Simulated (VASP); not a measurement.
ScTaN: single point with PBE

Crystal: ScTaN.

```xyz
6
Lattice="3.0851 0.0000 0.0000 -1.5425 2.6717 0.0000 0.0000 0.0000 10.3401" Properties=species:S:1:pos:R:3 pbc="T T T"
Ta    0.0000    1.7812    2.5399
Ta    1.5425    0.8906    7.8003
Sc    0.0000    0.0000    0.0000
Sc    0.0000    0.0000    5.1701
N     0.0000    1.7812    6.5126
N     1.5425    0.8906    3.8275
```

```yaml
Program: VASP 6.6.1
Task: single point
Functional: PBE
Potentials_or_basis: VASP PAW PBE potentials, release 64 (Ta_pv, Sc_sv, N)
Cutoff: 520 eV
k_mesh: 8 × 8 × 3
Occupations: methfessel-paxton, width 0.01 eV
Spin: no spin polarisation
Dipole_correction: no
Further_INCAR_settings: ALGO = Normal; EDIFF = 1e-07; NBANDS = 36
```

```yaml
Pressure: -0.2 GPa
Largest_force: 0.059 eV/Å
Band_gap_on_the_k_mesh: zero (band 27 reaches 6.84 eV, above the bottom of band 28 at 6.05 eV)
```

Forces on the atoms (eV/Å):
```
Ta   0.000  0.000  0.055
Ta   0.000  0.000 -0.055
Sc   0.000  0.000  0.000
Sc   0.000  0.000  0.000
N    0.000  0.000  0.059
N    0.000  0.000 -0.059
```

Stress tensor (GPa, compression positive):
```
 0.01  0.00  0.00
 0.00  0.01  0.00
 0.00  0.00 -0.69
```

Levels at points of the mesh, in eV from the Fermi level:
```
           k point  band 23  band 24  band 25  band 26  band 27  band 28  band 29  band 30  band 31  band 32
(0.00, 0.00, 0.00)    -3.58    -1.33    -1.26     0.61     0.61     0.75     0.82     1.43     1.43     1.75
(0.50, 0.00, 0.00)    -2.62    -1.78    -1.18    -0.84    -0.40     0.42     0.50     2.03     2.35     3.68
```

Wall time 3.4 min on 1 thread of AMD EPYC 7R13, with other jobs on the host, peak memory 0.21 GiB.

Caveat: spin-orbit coupling is left out, which moves the levels of the heavy elements.
